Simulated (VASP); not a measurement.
Wanted: the native input for a VASP 6.6.1 run.

* Task: single point
* Functional: r2SCAN
* Potentials or basis: VASP PAW PBE potentials, release 64 (Cd, Te)
* Cutoff: 520 eV
* k mesh: 6 × 6 × 4
* Occupations: fermi-dirac, width 0.02 eV
* Spin: no spin polarisation
* Dipole correction: no
* Further INCAR settings: ALGO = Normal; EDIFF = 1e-06; NBANDS = 26

The system is CdTe.

```
Cd Te
1.0
     4.31498    0.00000    0.00000
    -2.15749    3.73689    0.00000
     0.00000    0.00000    7.07054
Cd Te
2 2
Direct
  0.00000 0.00000 0.00000
  0.00000 0.00000 0.50000
  0.33333 0.66667 0.25000
  0.66667 0.33333 0.75000
```

One way to write it, as run:

POSCAR

```
CdTe
1.0
    4.3149846540      0.0000000000      0.0000000000
   -2.1574923270      3.7368863273      0.0000000000
    0.0000000000      0.0000000000      7.0705359074
Cd Te
2 2
Direct
    0.0000000000      0.0000000000      0.0000000000
    0.0000000000      0.0000000000      0.5000000000
    0.3333333333      0.6666666667      0.2500000000
    0.6666666667      0.3333333333      0.7500000000
```

INCAR.step1

```
SYSTEM = CdTe
PREC = Accurate ; ENCUT = 520
ISMEAR = -1 ; SIGMA = 0.02
LREAL = .False. ; LASPH = .True.
NELM = 80 ; NBANDS = 26
GGA = PE ; ALGO = Normal
EDIFF = 1E-4 ; LWAVE = .True.
LCHARG = .False.
```

INCAR.step2

```
SYSTEM = CdTe
PREC = Accurate ; ENCUT = 520
EDIFF = 1E-6 ; ISMEAR = -1
SIGMA = 0.02 ; LREAL = .False.
LASPH = .True. ; NELM = 80
ALGO = Normal ; ISIF = 2
LWAVE = .False. ; LCHARG = .False.
METAGGA = R2SCAN ; LMIXTAU = .True.
NBANDS = 26 ; ISTART = 1
```

KPOINTS

```
Automatic mesh
0
Gamma
  6 6 4
  0 0 0
```

Potentials or basis: VASP PAW PBE potentials, release 64 (Cd, Te).

Run with:

```console
$ cat potpaw_PBE.64/Cd/POTCAR potpaw_PBE.64/Te/POTCAR > POTCAR
$ cp INCAR.step1 INCAR
$ mpirun -np 1 vasp_std > vasp.out
$ cp INCAR.step2 INCAR
$ mpirun -np 1 vasp_std > vasp.out
```

It gave:

```yaml
Pressure: 0.2 GPa
Band_gap_on_the_k_mesh: zero (bands 18 and 19 overlap by 0.64 eV)
```

Caveat: semilocal functionals underestimate gaps, and a narrow one can read as zero; the PAW data sets were made with another functional, which shifts forces and pressure a little; spin-orbit coupling is left out, which moves the levels of the heavy elements.

Wall time 4.3 min on 1 thread of Intel Xeon 8259CL, on a shared host, peak memory 0.27 GiB.
